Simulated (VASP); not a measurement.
A run of VASP 6.6.1 is set up as follows.

Contents of INCAR:

```
ALGO = Normal
EDIFF = 1E-6
ENCUT = 520
GGA = PE
ISIF = 2
ISMEAR = -1
LASPH = True
LCHARG = False
LREAL = False
LWAVE = False
NBANDS = 30
NELM = 80
PREC = Accurate
SIGMA = 0.2
```

File KPOINTS:

```
k-points
0
Gamma
  4 4 4
```

Contents of POSCAR:

```
CsPbI2Br
1.0
    6.3651183266      0.0000000000      0.0000000000
    0.0000000000      6.3651183266      0.0000000000
    0.0000000000      0.0000000000      5.9242421253
Cs Pb I Br
1 1 2 1
Direct
    0.5000000000      0.5000000000      0.5000000000
    0.0000000000      0.0000000000      0.0000000000
    0.0000000000      0.5000000000      0.0000000000
    0.5000000000      0.0000000000      0.0000000000
    0.0000000000      0.0000000000      0.5000000000
```

Potentials or basis: VASP PAW PBE potentials, release 64 (Cs_sv, Pb_d, I, Br).

Run with:

```console
$ cat potpaw_PBE.64/Cs_sv/POTCAR potpaw_PBE.64/Pb_d/POTCAR potpaw_PBE.64/I/POTCAR potpaw_PBE.64/Br/POTCAR > POTCAR
$ mpirun -np 1 vasp_std > vasp.out
```

Task: Predict the band gap on the k mesh.

Result: 1.43 eV.

Task: What does it give for the pressure?

Result: 0.5 GPa.

Stress tensor (GPa, compression positive):
```
0.48 0.00 0.00
0.00 0.48 0.00
0.00 0.00 0.56
```

Caveat: spin-orbit coupling is left out, which moves the levels of the heavy elements. A k mesh can miss the band edges.
